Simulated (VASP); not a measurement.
A run of VASP 6.6.1 is set up as follows.

The input INCAR:

```
SYSTEM = TaN
ALGO = Normal
EDIFF = 1E-6
ENCUT = 600
GGA = PS
GGA_COMPAT = .FALSE.
ISIF = 2
ISMEAR = -1
LASPH = .TRUE.
LCHARG = .FALSE.
LREAL = .FALSE.
LWAVE = .FALSE.
NBANDS = 16
NELM = 120
PREC = Accurate
SIGMA = 0.15
```

Contents of KPOINTS:

```
k-points
0
G
  16 16 16
  0 0 0
```

The input POSCAR:

```
TaN
1.0
    0.0000000000      2.1655790167      2.1655790167
    2.1655790167      0.0000000000      2.1655790167
    2.1655790167      2.1655790167      0.0000000000
Ta N
1 1
Direct
    0.5000000000      0.5000000000      0.5000000000
    0.0000000000      0.0000000000      0.0000000000
```

Potentials or basis: VASP PAW PBE potentials, release 64 (Ta_sv_GW, N).

The run is started by

```bash
$ cat potpaw_PBE.64/Ta_sv_GW/POTCAR potpaw_PBE.64/N/POTCAR > POTCAR
$ mpirun -np 1 vasp_std > vasp.out
```

(1) Estimate the pressure.

(2) Predict the band gap on the k mesh.

Results:

(1) 12.2 GPa.

(2) zero (band 9 reaches 16.43 eV, above the bottom of band 10 at 12.11 eV).

Caveat: the PAW data sets were made with another functional, which shifts forces and pressure a little; spin-orbit coupling is left out, which moves the levels of the heavy elements.
